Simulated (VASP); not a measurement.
# MnS (Pm-3m) in VASP: notebook

Aim: see how the results for MnS move with the level of theory and the settings. Levels: LDA+U, PBE+U. Tasks: single point.

All numbers are computed with VASP 6.6.1; they aren't measurements. Logs are shortened: lines on timing, memory, paths and dates and some standing lists are left out, and cuts for length are marked.

## Step 1: The cell of the first run

Symmetry: Pm-3m, No. 221, cubic system. The conventional cell has a = 3.212 Å, b = 3.212 Å, c = 3.212 Å, α = 90.00°, β = 90.00°, γ = 90.00°. Within 3.7 Å of Mn (site symmetry m-3m) lie 8 S at 2.78 Å and 6 Mn at 3.21 Å. Within 3.7 Å of S (site symmetry m-3m) lie 8 Mn at 2.78 Å and 6 S at 3.21 Å.

## Step 2: Single point, LDA+U, collinear spin, antiferromagnetic start

File INCAR:

```
ALGO     = Normal         # electronic algorithm
EDIFF    = 1E-6           # SCF threshold, eV
ENCUT    = 520            # plane-wave cutoff, eV
ISIF     = 2              # what is computed and relaxed
ISMEAR   = 0              # smearing method
ISPIN    = 2              # spin polarisation
LASPH    = True           # aspherical terms in the spheres
LCHARG   = False          # write CHGCAR
LDAU     = True           # DFT+U
LDAUJ    = 0 0          
LDAUL    = 2 -1           # shell
LDAUPRINT= 1            
LDAUTYPE = 2            
LDAUU    = 8 0            # U, eV
LMAXMIX  = 4              # l up to which the mixer works
LORBIT   = 11             # projections on sites
LREAL    = False          # projectors in reciprocal space
LWAVE    = False          # write WAVECAR
MAGMOM   = 4 -4 0 0       # initial moments
NBANDS   = 31             # bands
NELM     = 150            # most SCF steps
PREC     = Accurate       # precision mode
SIGMA    = 0.05           # smearing width, eV
```

File KPOINTS:

```
k-points
0
Gamma
  5 5 5
```

File POSCAR:

```
MnS
1.0
    0.0000000000      3.2116599200      3.2116599200
    3.2116599200      0.0000000000      3.2116599200
    3.2116599200      3.2116599200      0.0000000000
Mn S
2 2
Direct
    0.0000000000      0.0000000000      0.0000000000
    0.5000000000      0.5000000000      0.5000000000
    0.2500000000      0.2500000000      0.2500000000
    0.7500000000      0.7500000000      0.7500000000
```

Potentials or basis: VASP PAW LDA potentials, release 64 (Mn_pv, S).

The run is started by

```sh
$ cat potpaw_LDA.64/Mn_pv/POTCAR potpaw_LDA.64/S/POTCAR > POTCAR
$ mpirun -np 1 vasp_std > vasp.out
```

OUTCAR:

```text
EDIFF = 1E-6
   ENCUT = 520
   ISIF = 2
   ISMEAR = 0
   ISPIN = 2
   LASPH = True
   LORBIT = 11
   LREAL = False
   NELM = 150
   PREC = Accurate

 ion  position               nearest neighbor table
   1  0.000  0.000  0.000-   3 2.78   4 2.78   4 2.78   4 2.78   4 2.78   3 2.78   3 2.78   3 2.78

   2  0.500  0.500  0.500-   3 2.78   4 2.78   3 2.78   3 2.78   3 2.78   4 2.78   4 2.78   4 2.78

   3  0.250  0.250  0.250-   1 2.78   2 2.78   1 2.78   1 2.78   1 2.78   2 2.78   2 2.78   2 2.78

   4  0.750  0.750  0.750-   1 2.78   2 2.78   2 2.78   2 2.78   2 2.78   1 2.78   1 2.78   1 2.78

  LATTYP: Found a face centered cubic cell.
 ALAT       =     6.4233198400

  Lattice vectors:

 A1 = (   0.0000000000,   3.2116599200,   3.2116599200)
 A2 = (   3.2116599200,   0.0000000000,   3.2116599200)
 A3 = (   3.2116599200,   3.2116599200,   0.0000000000)

Analysis of symmetry for initial positions (statically):
=====================================================================
 Subroutine PRICEL returns following result:

  LATTYP: Found a simple cubic cell.
 ALAT       =     3.2116599200
[... 12 lines left out ...]
 Subroutine GETGRP returns: Found 48 space group operations
 (whereof 48 operations were pure point group operations)
 out of a pool of 48 trial point group operations.

The static configuration has the point symmetry O_h .

Analysis of symmetry for dynamics (positions and initial velocities):
=====================================================================
 Subroutine PRICEL returns following result:

  LATTYP: Found a simple cubic cell.
 ALAT       =     3.2116599200
[... 12 lines left out ...]
 Subroutine GETGRP returns: Found 48 space group operations
 (whereof 48 operations were pure point group operations)
 out of a pool of 48 trial point group operations.

The dynamic configuration has the point symmetry O_h .

Analysis of structural, dynamic, and magnetic symmetry:
=====================================================================
 Subroutine PRICEL returns following result:

  LATTYP: Found a simple cubic cell.
 ALAT       =     3.2116599200
[... 12 lines left out ...]
 Subroutine GETGRP returns: Found 48 space group operations
 (whereof 48 operations were pure point group operations)
 out of a pool of 48 trial point group operations.

The overall configuration has the point symmetry O_h .

 Subroutine INISYM returns: Found 48 space group operations
 (whereof 48 operations are pure point group operations),
 and found     2 'primitive' translations

----------------------------------------------------------------------------------------

                                     Primitive cell

  volume of cell :      33.1275

  direct lattice vectors                    reciprocal lattice vectors
    -3.211659920  0.000000000  0.000000000    -0.311365470  0.000000000  0.000000000
     0.000000000  0.000000000  3.211659920     0.000000000  0.000000000  0.311365470
     0.000000000  3.211659920  0.000000000     0.000000000  0.311365470  0.000000000

  length of vectors
     3.211659920  3.211659920  3.211659920     0.311365470  0.311365470  0.311365470

  position of ions in fractional coordinates (direct lattice)
     0.000000000  0.000000000  0.000000000
     0.500000000  0.500000000  0.500000000

  ion indices of the primitive-cell ions
   primitive index   ion index
                 1           1
                 2           3

----------------------------------------------------------------------------------------

 KPOINTS: k-points

Automatic generation of k-mesh.
 Grid dimensions read from file:
 generate k-points for:    5    5    5

 Generating k-lattice:

  Cartesian coordinates                     Fractional coordinates (reciprocal lattice)
    -0.031136547  0.031136547  0.031136547     0.200000000  0.000000000  0.000000000
     0.031136547 -0.031136547  0.031136547     0.000000000  0.200000000  0.000000000
     0.031136547  0.031136547 -0.031136547     0.000000000  0.000000000  0.200000000

  Length of vectors
[... 84 lines left out ...]

atom =   1  type =  1  l = 2

 onsite density matrix

spin component  1

  0.9589 -0.0000 -0.0000  0.0000  0.0000
 -0.0000  0.9589  0.0000  0.0000 -0.0000
 -0.0000  0.0000  0.9376 -0.0000 -0.0000
  0.0000  0.0000 -0.0000  0.9589 -0.0000
  0.0000 -0.0000 -0.0000 -0.0000  0.9376

spin component  2

  0.0462  0.0000  0.0000 -0.0000  0.0000
  0.0000  0.0462 -0.0000 -0.0000  0.0000
  0.0000 -0.0000  0.0126 -0.0000  0.0000
 -0.0000 -0.0000 -0.0000  0.0462  0.0000
  0.0000  0.0000  0.0000  0.0000  0.0126

 occupancies and eigenvectors

  o =  0.0126  v =  0.0000  0.0000  0.0000  0.0000  0.0000 -0.0000 -0.0000 -0.1109 -0.0000  0.9938      0.0000  0.0000  0.0000  0.0000  0.0000  0.0000  0.0000  0.0000  0.0000  0.0000
  o =  0.0126  v =  0.0000  0.0000  0.0000  0.0000  0.0000  0.0000  0.0000 -0.9938 -0.0000 -0.1109      0.0000  0.0000  0.0000  0.0000  0.0000  0.0000  0.0000  0.0000  0.0000  0.0000
  o =  0.0462  v =  0.0000  0.0000  0.0000  0.0000  0.0000  0.0020 -1.0000 -0.0000 -0.0089 -0.0000      0.0000  0.0000  0.0000  0.0000  0.0000  0.0000  0.0000  0.0000  0.0000  0.0000
  o =  0.0462  v =  0.0000  0.0000  0.0000  0.0000  0.0000 -0.9994 -0.0016 -0.0000 -0.0360 -0.0000      0.0000  0.0000  0.0000  0.0000  0.0000  0.0000  0.0000  0.0000  0.0000  0.0000
  o =  0.0462  v =  0.0000  0.0000  0.0000  0.0000  0.0000 -0.0360 -0.0089 -0.0000  0.9993  0.0000      0.0000  0.0000  0.0000  0.0000  0.0000  0.0000  0.0000  0.0000  0.0000  0.0000
  o =  0.9376  v =  0.0000  0.0000 -1.0000 -0.0000 -0.0085  0.0000  0.0000  0.0000  0.0000  0.0000      0.0000  0.0000  0.0000  0.0000  0.0000  0.0000  0.0000  0.0000  0.0000  0.0000
  o =  0.9376  v =  0.0000  0.0000 -0.0085  0.0000  1.0000  0.0000  0.0000  0.0000  0.0000  0.0000      0.0000  0.0000  0.0000  0.0000  0.0000  0.0000  0.0000  0.0000  0.0000  0.0000
  o =  0.9589  v =  0.0000 -0.0121  0.0000 -0.9999  0.0000  0.0000  0.0000  0.0000  0.0000  0.0000      0.0000  0.0000  0.0000  0.0000  0.0000  0.0000  0.0000  0.0000  0.0000  0.0000
  o =  0.9589  v =  1.0000  0.0000  0.0000  0.0000  0.0000  0.0000  0.0000  0.0000  0.0000  0.0000      0.0000  0.0000  0.0000  0.0000  0.0000  0.0000  0.0000  0.0000  0.0000  0.0000
  o =  0.9589  v =  0.0000 -0.9999 -0.0000  0.0121  0.0000  0.0000  0.0000  0.0000  0.0000  0.0000      0.0000  0.0000  0.0000  0.0000  0.0000  0.0000  0.0000  0.0000  0.0000  0.0000

atom =   2  type =  1  l = 2

 onsite density matrix

spin component  1

  0.0462  0.0000  0.0000 -0.0000  0.0000
  0.0000  0.0462  0.0000 -0.0000  0.0000
  0.0000  0.0000  0.0126 -0.0000 -0.0000
 -0.0000 -0.0000 -0.0000  0.0462  0.0000
  0.0000  0.0000 -0.0000  0.0000  0.0126

spin component  2

  0.9589 -0.0000 -0.0000  0.0000  0.0000
 -0.0000  0.9589 -0.0000  0.0000 -0.0000
 -0.0000 -0.0000  0.9376 -0.0000  0.0000
  0.0000  0.0000 -0.0000  0.9589  0.0000
  0.0000 -0.0000  0.0000  0.0000  0.9376

 occupancies and eigenvectors

  o =  0.0126  v = -0.0000 -0.0000  0.0699 -0.0000  0.9976  0.0000  0.0000  0.0000  0.0000  0.0000      0.0000  0.0000  0.0000  0.0000  0.0000  0.0000  0.0000  0.0000  0.0000  0.0000
  o =  0.0126  v =  0.0000  0.0000 -0.9976 -0.0000  0.0699  0.0000  0.0000  0.0000  0.0000  0.0000      0.0000  0.0000  0.0000  0.0000  0.0000  0.0000  0.0000  0.0000  0.0000  0.0000
  o =  0.0462  v =  0.0307 -0.9995 -0.0000 -0.0093 -0.0000  0.0000  0.0000  0.0000  0.0000  0.0000      0.0000  0.0000  0.0000  0.0000  0.0000  0.0000  0.0000  0.0000  0.0000  0.0000
  o =  0.0462  v = -0.9995 -0.0306 -0.0000 -0.0085 -0.0000  0.0000  0.0000  0.0000  0.0000  0.0000      0.0000  0.0000  0.0000  0.0000  0.0000  0.0000  0.0000  0.0000  0.0000  0.0000
  o =  0.0462  v =  0.0082  0.0096  0.0000 -0.9999 -0.0000  0.0000  0.0000  0.0000  0.0000  0.0000      0.0000  0.0000  0.0000  0.0000  0.0000  0.0000  0.0000  0.0000  0.0000  0.0000
  o =  0.9376  v =  0.0000  0.0000  0.0000  0.0000  0.0000  0.0000 -0.0000  0.9987 -0.0000 -0.0502      0.0000  0.0000  0.0000  0.0000  0.0000  0.0000  0.0000  0.0000  0.0000  0.0000
  o =  0.9376  v =  0.0000  0.0000  0.0000  0.0000  0.0000  0.0000  0.0000  0.0502 -0.0000  0.9987      0.0000  0.0000  0.0000  0.0000  0.0000  0.0000  0.0000  0.0000  0.0000  0.0000
  o =  0.9589  v =  0.0000  0.0000  0.0000  0.0000  0.0000  0.0000  0.0277 -0.0000 -0.9996 -0.0000      0.0000  0.0000  0.0000  0.0000  0.0000  0.0000  0.0000  0.0000  0.0000  0.0000
  o =  0.9589  v =  0.0000  0.0000  0.0000  0.0000  0.0000  1.0000  0.0000  0.0000  0.0000  0.0000      0.0000  0.0000  0.0000  0.0000  0.0000  0.0000  0.0000  0.0000  0.0000  0.0000
  o =  0.9589  v =  0.0000  0.0000  0.0000  0.0000  0.0000  0.0000 -0.9996 -0.0000 -0.0277  0.0000      0.0000  0.0000  0.0000  0.0000  0.0000  0.0000  0.0000  0.0000  0.0000  0.0000

 number of electron      37.9999993 magnetization      -0.0000000

 Free energy of the ion-electron system (eV)
  ---------------------------------------------------
  ext. energy  EPLUGINS =         0.00000000
  ---------------------------------------------------
  free energy    TOTEN  =       -23.68899881 eV

  energy without entropy =      -23.68629070  energy(sigma->0) =      -23.68764475

 E-fermi :   7.3025     XC(G=0): -11.3527

 val. band max:        7.3025345860   @ k =  -0.4000   0.4000   0.0000
 cond. band min:       7.8787272598   @ k =  -0.4000   0.4000   0.0000
 fundamental gap:      0.5761926738
 Fermi energy:         7.3025345865

 spin component 1

 k-point     1 :       0.0000    0.0000    0.0000
  band No.  band energies     occupation
      1     -43.4619      1.00000
      2     -43.4619      1.00000
      3     -43.4619      1.00000
      4     -38.9157      1.00000
      5     -38.9157      1.00000
      6     -38.9157      1.00000
[... 329 lines left out ...]
     30      16.1013      0.00000
     31      16.3100      0.00000
 Fermi energy:         7.3025345865

 spin component 2

 k-point     1 :       0.0000    0.0000    0.0000
  band No.  band energies     occupation
      1     -43.4619      1.00000
      2     -43.4619      1.00000
      3     -43.4619      1.00000
      4     -38.9157      1.00000
      5     -38.9157      1.00000
      6     -38.9157      1.00000
[... 329 lines left out ...]
     30      16.1013      0.00000
     31      16.3100      0.00000

------------------------ aborting loop because EDIFF is reached ----------------------------------------

  FORCE on cell =-STRESS in cart. coord.  units (eV):
  Direction    XX          YY          ZZ          XY          YZ          ZX
  --------------------------------------------------------------------------------------
  -------------------------------------------------------------------------------------
  Total        0.0258067      0.0258067      0.0258067      0.0000000      0.0000000      0.0000000
  in kB        0.6240578      0.6240578      0.6240578      0.0000000      0.0000000      0.0000000
  external PRESSURE =       0.6240578 kB  Pullay stress =       0.0000000 kB

 VOLUME and BASIS-vectors are now :
 -----------------------------------------------------------------------------
  energy-cutoff  :      520.00
  volume of cell :       66.25
      direct lattice vectors                 reciprocal lattice vectors
     0.000000000  3.211659920  3.211659920    -0.155682735  0.155682735  0.155682735
     3.211659920  0.000000000  3.211659920     0.155682735 -0.155682735  0.155682735
     3.211659920  3.211659920  0.000000000     0.155682735  0.155682735 -0.155682735

 POSITION                                       TOTAL-FORCE (eV/Angst)
 -----------------------------------------------------------------------------------
      0.00000      0.00000      0.00000        -0.000000     -0.000000     -0.000000
      3.21166      3.21166      3.21166        -0.000000     -0.000000      0.000000
      1.60583      1.60583      1.60583        -0.000000     -0.000000     -0.000000
      4.81749      4.81749      4.81749         0.000000      0.000000      0.000000
 -----------------------------------------------------------------------------------
    total drift:                                0.000000      0.000000      0.000000

  FREE ENERGIE OF THE ION-ELECTRON SYSTEM (eV)
  ---------------------------------------------------
  free  energy   TOTEN  =       -23.6889988077 eV

  energy  without entropy=      -23.6862906975  energy(sigma->0) =      -23.68764475

 total charge

# of ion       s       p       d       tot
------------------------------------------
    1        0.215   6.150   4.899  11.264
    2        0.215   6.150   4.899  11.264
    3        1.350   2.393   0.000   3.743
    4        1.350   2.393   0.000   3.743
--------------------------------------------------
tot          3.130  17.087   9.797  30.014

 magnetization (x)

# of ion       s       p       d       tot
------------------------------------------
    1        0.027   0.022   4.577   4.625
    2       -0.027  -0.022  -4.577  -4.625
    3        0.000   0.000   0.000   0.000
    4        0.000   0.000   0.000   0.000
--------------------------------------------------
tot          0.000   0.000   0.000   0.000
```

It took 58 s on 1 thread of Intel Xeon Platinum 8259CL at 2.50GHz (Skylake/Cascade Lake), shared host; peak memory 0.19 GiB.

What came out:

```yaml
Free_energy: -23.6890 eV
Pressure: 0.1 GPa
Band_gap_on_the_k_mesh: zero (filled and empty bands overlap)
Net_moment: 0.00 μB per cell
Site_moments: Mn +4.62, -4.62; S +0.00 μB
Valence_electrons_inside_the_program's_atomic_spheres: Mn 11.26; S 3.74
```

Eigenvalues of the final occupation matrices:
| site | spin | trace | eigenvalues |
| --- | --- | --- | --- |
| site 1 d | 1 | 4.75 | 0.94 0.94 0.96 0.96 0.96 |
| site 1 d | 2 | 0.16 | 0.01 0.01 0.05 0.05 0.05 |
| site 2 d | 1 | 0.16 | 0.01 0.01 0.05 0.05 0.05 |
| site 2 d | 2 | 4.75 | 0.94 0.94 0.96 0.96 0.96 |

The state reached can hang on the start; a lower one may exist.

## Step 3: Single point, PBE+U, collinear spin, antiferromagnetic start

File INCAR:

```
SYSTEM = MnS
  ALGO = Normal
  EDIFF = 1E-6
  ENCUT = 520
  GGA = PE
  ISIF = 2
  ISMEAR = 0
  ISPIN = 2
  LASPH = .True.
  LCHARG = .False.
  LDAU = .True.
  LDAUJ = 0 0
  LDAUL = 2 -1
  LDAUPRINT = 1
  LDAUTYPE = 2
  LDAUU = 4 0
  LMAXMIX = 4
  LORBIT = 11
  LREAL = .False.
  LWAVE = .False.
  MAGMOM = 4 -4 0 0
  NBANDS = 31
  NELM = 150
  PREC = Accurate
  SIGMA = 0.05
```

File KPOINTS:

```
k-points
0
Gamma
  5 5 5
  0 0 0
```

POSCAR is that of step 2.

Potentials or basis: VASP PAW PBE potentials, release 64 (Mn_pv, S).

The run is started by

```sh
$ cat potpaw_PBE.64/Mn_pv/POTCAR potpaw_PBE.64/S/POTCAR > POTCAR
$ mpirun -np 1 vasp_std > vasp.out
```

Wall time 70 s (1 thread of Intel Xeon Platinum 8259CL at 2.50GHz (Skylake/Cascade Lake), shared host); peak memory 0.23 GiB.

The run converged. Its results:

```
Free energy                                           : -23.9914 eV
Pressure                                              : 3.0 GPa
Band gap on the k mesh                                : 0.05 eV
Net moment                                            : 0.00 μB per cell
Site moments                                          : Mn +4.47, -4.47; S +0.00 μB
Valence electrons inside the program's atomic spheres : Mn 11.24; S 3.75
```

Levels at points of the mesh, in eV from the valence-band top:
Spin up:
```tsv
k point	band 17	band 18	band 19	band 20	band 21	band 22
(0.00, 0.00, 0.00)	-1.38	-1.38	-1.38	1.33	2.01	2.01
```
Spin down:
```csv
k point,band 16,band 17,band 18,band 19,band 20,band 21,band 22,band 23
"(0.00, 0.00, 0.00)",-2.66,-1.38,-1.38,-1.38,1.33,2.01,2.01,2.01
```

Eigenvalues of the final occupation matrices:
```csv
site,spin,trace,eigenvalues
site 1 d,1,4.68,0.92 0.92 0.95 0.95 0.95
site 1 d,2,0.25,0.02 0.02 0.07 0.07 0.07
site 2 d,1,0.25,0.02 0.02 0.07 0.07 0.07
site 2 d,2,4.68,0.92 0.92 0.95 0.95 0.95
```

Caveat: an odd mesh through Γ misses points on the zone boundary, where band edges can lie. The state reached can hang on the start; a lower one may exist.
